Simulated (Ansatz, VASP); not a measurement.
**One calculation of BP2, two programs**

```
B P
1.0
    -2.92125    2.92125    2.43165
     2.92125   -2.92125    2.43165
     2.92125    2.92125   -2.43165
B P
2 4
Direct
  0.25000 0.25000 0.00000
  0.75000 0.75000 0.00000
  0.66700 0.16700 0.83400
  0.16700 0.33300 0.50000
  0.33300 0.83300 0.16600
  0.83300 0.66700 0.50000
```

Alike in both runs: task relaxation of cell and atoms; functional PBE; k mesh 6 × 6 × 6; occupations gaussian, width 0.1 eV; no spin polarisation.

|  | VASP | Ansatz |
| --- | --- | --- |
| version | VASP 6.6.1 | Ansatz 0.2.0 |
| potentials or method | VASP PAW PBE potentials, release 64 (B, P), cutoff 600 eV | scalar-relativistic, plane waves, PAW |
| valence electrons in the cell | 26 | 26 |

VASP gave:

```
gap on the k mesh at the Fermi level, each at its own relaxed structure (eV) : none
relaxed volume (Å³/atom)                                                     : 11.46
relaxed length of the cell vector where the two differ most in proportion (Å)              : 4.500
```

Problem. What did Ansatz give for the same quantities?

Solution. gap on the k mesh at the Fermi level, each at its own relaxed structure (eV): none; relaxed volume (Å³/atom): 11.49; relaxed length of the cell vector where the two differ most in proportion (Å): 4.502.

A gap of «none» marks a metal or a gap that the smearing closes.

Noted on VASP's run: the volume moved by over 15 % at a fixed basis, so the end points are rough.
